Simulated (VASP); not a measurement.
A run of VASP 6.6.1 is set up as follows.

Contents of INCAR:

```
SYSTEM = CdS
ALGO     = Normal         ! electronic algorithm
EDIFF    = 1E-6           ! SCF threshold, eV
EDIFFG   = -0.005         ! ionic threshold
ENCUT    = 600            ! plane-wave cutoff, eV
GGA      = PE             ! functional
IBRION   = 2              ! ionic algorithm
ISIF     = 3              ! what is computed and relaxed
ISMEAR   = -1             ! smearing method
LASPH    = .True.         ! aspherical terms in the spheres
LCHARG   = .False.        ! write CHGCAR
LREAL    = .False.        ! projectors in reciprocal space
LWAVE    = .False.        ! write WAVECAR
NELM     = 100            ! most SCF steps
NSW      = 60             ! ionic steps
PREC     = Accurate       ! precision mode
PSTRESS  = 110.0        
SIGMA    = 0.05           ! smearing width, eV
```

KPOINTS

```
k-points
0
Gamma
  14 14 14
  0 0 0
```

File POSCAR:

```
CdS
1.0
    0.0000000000      2.6456454949      2.6456454949
    2.6456454949      0.0000000000      2.6456454949
    2.6456454949      2.6456454949      0.0000000000
Cd S
1 1
Direct
    0.0000000000      0.0000000000      0.0000000000
    0.5000000000      0.5000000000      0.5000000000
```

Potentials or basis: VASP PAW PBE potentials, release 64 (Cd, S).

Launch:

```sh
$ cat potpaw_PBE.64/Cd/POTCAR potpaw_PBE.64/S/POTCAR > POTCAR
$ mpirun -np 1 vasp_std > vasp.out
```

Q: Predict the band gap on the k mesh.

A: 0.23 eV (least direct gap 2.36 eV).

Q: Estimate the space group after relaxing (to 0.1 Å).

A: Fm-3m (No. 225).

Q: What does it give for the relaxed volume?

A: 18.56 Å³/atom.

Final structure:
```
Cd S
1.0
     0.00000    2.64754    2.64754
     2.64754    0.00000    2.64754
     2.64754    2.64754    0.00000
Cd S
1 1
Direct
  0.00000 0.00000 0.00000
  0.50000 0.50000 0.50000
```

Caveat: the cell is relaxed towards a set pressure, so the run minimises the enthalpy, not the energy; semilocal functionals underestimate gaps, and a narrow one can read as zero. A k mesh can miss the band edges.
